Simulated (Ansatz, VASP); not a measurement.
# One calculation of NbAs, two programs

POSCAR

```
NbAs
1.0
   -1.7025248434      1.7025248434      5.7610714056
    1.7025248434     -1.7025248434      5.7610714056
    1.7025248434      1.7025248434     -5.7610714056
Nb As
2 2
Direct
    0.5000000000      0.0000000000      0.5000000000
    0.7500000000      0.7500000000      0.0000000000
    0.9160000000      0.4160000000      0.5000000000
    0.1660000000      0.1660000000      0.0000000000
```

Contents of INCAR.step1:

```
SYSTEM = NbAs
PREC = Accurate ; ENCUT = 520
ISMEAR = -1 ; SIGMA = 0.05
LREAL = .False. ; LASPH = .True.
NELM = 80 ; NBANDS = 26
GGA = PE ; ALGO = Normal
EDIFF = 1E-4 ; LWAVE = .True.
LCHARG = .False.
```

File INCAR.step2:

```
SYSTEM = NbAs
PREC = Accurate ; ENCUT = 520
EDIFF = 1E-6 ; ISMEAR = -1
SIGMA = 0.05 ; LREAL = .False.
LASPH = .True. ; NELM = 80
ALGO = Normal ; ISIF = 2
LWAVE = .False. ; LCHARG = .True.
METAGGA = R2SCAN ; LMIXTAU = .True.
LELF = .True. ; LVHAR = .True.
NBANDS = 26 ; ISTART = 1
```

KPOINTS

```
regular mesh
0
Gamma
  11 11 11
  0 0 0
```

Contents of input.yaml:

```yaml
crystal:
  lattice:
    - [-1.7025248434, 1.7025248434, 5.7610714056]
    - [1.7025248434, -1.7025248434, 5.7610714056]
    - [1.7025248434, 1.7025248434, -5.7610714056]
  atoms:
    - { symbol: Nb, position: [0.5, 0.0, 0.5] }
    - { symbol: Nb, position: [0.75, 0.75, 0.0] }
    - { symbol: As, position: [0.916, 0.416, 0.5] }
    - { symbol: As, position: [0.166, 0.166, 0.0] }
hamiltonian:
  xc: r2scan
  pseudopotentials: { kind: paw }
kpoints:
  mp_grid: { grid: [11, 11, 11] }
scf:
  occupations: { method: fermi_dirac, width: 0.05 }
output:
  forces: true
  stress: true
  eigenvalues: true
```

Alike in both runs: task single point; functional r2SCAN; k mesh 11 × 11 × 11; occupations fermi-dirac, width 0.05 eV; no spin polarisation.

```csv
,VASP,Ansatz
version,VASP 6.6.1,Ansatz 0.2.0
potentials or method,"VASP PAW PBE potentials, release 64 (Nb_sv, As)",Ansatz PAW
plane-wave cutoff (eV),520,500
valence electrons in the cell,36,56
```

```csv
,VASP,Ansatz,Ansatz less VASP
gap on the k mesh at the Fermi level (eV),none,none,-
pressure (GPa),9.9,10.0,+0.08
"traceless stress, the component that is largest in VASP (GPa)",0.49,0.52,+0.029
rms of the force components (eV/Å),0.194,0.194,+0.0001
```

VASP's potentials were made for PBE, not for r2SCAN. Atom by atom the forces differ by 0.000 eV/Å (rms over components). A gap of «none» marks a metal or a gap that the smearing closes. The functional is the same, so the differences come from potentials, cutoffs and numerics. VASP's potentials hold 36 valence electrons a cell and Ansatz's 56, so a difference there can come from the potentials and not from the codes.
